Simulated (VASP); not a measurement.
Set up this calculation in VASP 6.6.1, as the native input.

- Task: single point
- Functional: r2SCAN
- Potentials or basis: VASP PAW PBE potentials, release 64 (Si, N)
- Cutoff: 520 eV
- k mesh: 6 × 6 × 4
- Occupations: gaussian, width 0.1 eV
- Spin: no spin polarisation
- Dipole correction: no
- Further INCAR settings: ALGO = Normal; EDIFF = 1e-06; NBANDS = 17

Crystal: SiN.

```
Si N
1.0
     2.80903    0.00000    0.00000
    -1.40452    2.43270    0.00000
     0.00000    0.00000    5.64923
Si N
2 2
Direct
  0.33333 0.66667 0.51543
  0.66667 0.33333 0.01543
  0.33333 0.66667 0.85957
  0.66667 0.33333 0.35957
```

These files were run (other wordings do the same):

POSCAR

```
SiN
1.0
    2.8090343103      0.0000000000      0.0000000000
   -1.4045171551      2.4326950728      0.0000000000
    0.0000000000      0.0000000000      5.6492276224
Si N
2 2
Direct
    0.3333333333      0.6666666667      0.5154278759
    0.6666666667      0.3333333333      1.0154278759
    0.3333333333      0.6666666667      0.8595721241
    0.6666666667      0.3333333333      0.3595721241
```

INCAR.step1

```
ALGO     = Normal         # electronic algorithm
EDIFF    = 1E-4           # SCF threshold, eV
ENCUT    = 520            # plane-wave cutoff, eV
GGA      = PE             # functional
ISMEAR   = 0              # smearing method
LASPH    = T              # aspherical terms in the spheres
LCHARG   = F              # write CHGCAR
LREAL    = F              # projectors in reciprocal space
LWAVE    = T              # write WAVECAR
NBANDS   = 17             # bands
NELM     = 80             # most SCF steps
PREC     = Accurate       # precision mode
SIGMA    = 0.1            # smearing width, eV
```

INCAR.step2

```
ALGO     = Normal         # electronic algorithm
EDIFF    = 1E-6           # SCF threshold, eV
ENCUT    = 520            # plane-wave cutoff, eV
ISIF     = 2              # what is computed and relaxed
ISMEAR   = 0              # smearing method
ISTART   = 1            
LASPH    = T              # aspherical terms in the spheres
LCHARG   = F              # write CHGCAR
LMIXTAU  = T            
LREAL    = F              # projectors in reciprocal space
LWAVE    = F              # write WAVECAR
METAGGA  = R2SCAN         # meta-GGA
NBANDS   = 17             # bands
NELM     = 80             # most SCF steps
PREC     = Accurate       # precision mode
SIGMA    = 0.1            # smearing width, eV
```

KPOINTS

```
k-points
0
Gamma
  6 6 4
```

Potentials or basis: VASP PAW PBE potentials, release 64 (Si, N).

The run is started by

```console
$ cat potpaw_PBE.64/Si/POTCAR potpaw_PBE.64/N/POTCAR > POTCAR
$ cp INCAR.step1 INCAR
$ mpirun -np 1 vasp_std > vasp.out
$ cp INCAR.step2 INCAR
$ mpirun -np 1 vasp_std > vasp.out
```

It gave:

```
Pressure               : 0.2 GPa
Band gap on the k mesh : zero (band 9 reaches 12.78 eV, above the bottom of band 10 at 9.98 eV)
```

Caveat: the k points lie up to 0.43 Å⁻¹ apart; the PAW data sets were made with another functional, which shifts forces and pressure a little.

Wall time 21 s on 1 thread of Intel(R) Xeon(R) 6975P-C (Granite Rapids) (shared host), peak memory 0.16 GiB.
